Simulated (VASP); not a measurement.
Runs of VASP 6.6.1 on Li2O. The structure is that of space group Fm-3m (No. 225), or close to it. The cells are those of the table. 

```csv
task,level,potentials or basis,spin,fixed moment (μB),cell,k mesh,cutoff (eV),smearing,gap on the mesh (eV),pressure (GPa),moment (μB)
single point,PBE,"VASP PAW PBE potentials, release 64 (Li_sv, O)","collinear, zero start",0.0,"a = 3.291 Å, angles 60.0°, 3 atoms",3 × 3 × 5,750,gaussian 0.01 eV,-,-1.6,0.00
single point,LDA,"VASP PAW LDA potentials, release 64 (Li_sv, O)",off,-,"a = 3.427 Å, angles 60.0°, 3 atoms",6 × 6 × 6,750,fermi-dirac 0.00861733 eV,(c),(a),-
electric field gradients,PBE,"VASP PAW PBE potentials, release 64 (Li_sv, O)","collinear, zero start",-,"a = 3.291 Å, angles 60.0°, 3 atoms",6 × 6 × 6,650,gaussian 0.1 eV,4.93,-1.9,0.00
single point,PBE,"VASP PAW PBE potentials, release 64 (Li_sv, O)",off,-,"a = 3.573 Å, angles 60.0°, 3 atoms",6 × 6 × 6,750,gaussian 0.1 eV,3.54,-12.9,-
single point,r2SCAN,"VASP PAW PBE potentials, release 64 (Li_sv, O)",off,-,"a = 3.291 Å, angles 60.0°, 3 atoms",6 × 6 × 6,830,gaussian 0.1 eV,(b),-4.5,-
```

Task: Fill in the values left out.

Result: (a) -13.9; (b) 5.62; (c) 4.26.

Caveats: some runs use coarse meshes; the cell stands under tension (at least some runs); the total moment is fixed, so each spin has its own Fermi level (at least some runs); the PAW data sets were made with another functional, which shifts forces and pressure a little (at least some runs).

A k mesh can miss the band edges.
